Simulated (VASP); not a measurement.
## NaH: relaxation of cell and atoms with LDA

NaH:

```
Na H
1.0
     0.00000    2.41545    2.41545
     2.41545    0.00000    2.41545
     2.41545    2.41545    0.00000
Na H
1 1
Direct
  0.00000 0.00000 0.00000
  0.50000 0.50000 0.50000
```

| Quantity | Value |
| --- | --- |
| Program | VASP 6.6.1 |
| Task | relaxation of cell and atoms |
| Functional | LDA |
| Potentials or basis | VASP PAW LDA potentials, release 64 (Na_pv, H) |
| Cutoff | 600 eV |
| k mesh | 8 × 8 × 8 |
| Occupations | fermi-dirac, width 0.02 eV |
| Spin | no spin polarisation |
| Dipole correction | no |
| Further INCAR settings | ALGO = Normal; EDIFF = 1e-07; IBRION = 2; EDIFFG = -0.005; NSW = 80; ISIF = 3 |

```yaml
Relaxed_volume: 12.88 Å³/atom
Relaxed_cell: a = 3.315 Å, b = 3.315 Å, c = 3.315 Å, α = 60.00°, β = 60.00°, γ = 60.00°
Space_group_after_relaxing_to_0.05_Å: Fm-3m (No. 225)
Energy_gained_by_relaxing: 8.3 meV/atom
Ionic_steps: 4
Pressure_after_relaxing: 0.0 GPa
Band_gap_on_the_k_mesh: 3.55 eV, indirect (least direct gap 4.51 eV)
```

Step by step:
```csv
step,energy change (eV),largest force (eV/Å),pressure (GPa),volume (Å³)
1,0.0000,0.0000,-2.07,28.19
2,-0.0083,0.0000,-1.53,27.45
3,-0.0163,0.0000,-0.34,26.11
4,-0.0166,0.0000,0.03,25.76
```

Final structure:
```yaml
crystal:
  lattice:
    - [0.00000, 2.34395, 2.34395]
    - [2.34395, 0.00000, 2.34395]
    - [2.34395, 2.34395, 0.00000]
  atoms:
    - { symbol: Na, position: [0.00000, 0.00000, 0.00000] }
    - { symbol: H, position: [0.50000, 0.50000, 0.50000] }
```

Levels at points of the mesh, in eV from the valence-band top:
```
           k point  band 1  band 2  band 3  band 4  band 5  band 6  band 7  band 8
(0.00, 0.00, 0.00)  -22.03  -22.03  -22.03   -4.06   11.22   15.86   15.86   15.86
(0.50, 0.00, 0.00)  -22.16  -22.04  -22.04   -0.96    3.55   11.22   13.63   13.63
(0.50, 0.50, 0.00)  -22.15  -22.07  -22.07   -0.22    4.47    9.99   10.89   10.89
```

Wall time 9.4 s on 1 thread of Intel(R) Xeon(R) 6975P-C (Granite Rapids), with other jobs on the host, peak memory 0.13 GiB.

A k mesh can miss the band edges. LDA gaps usually lie below the measured ones, often by a third to a half.
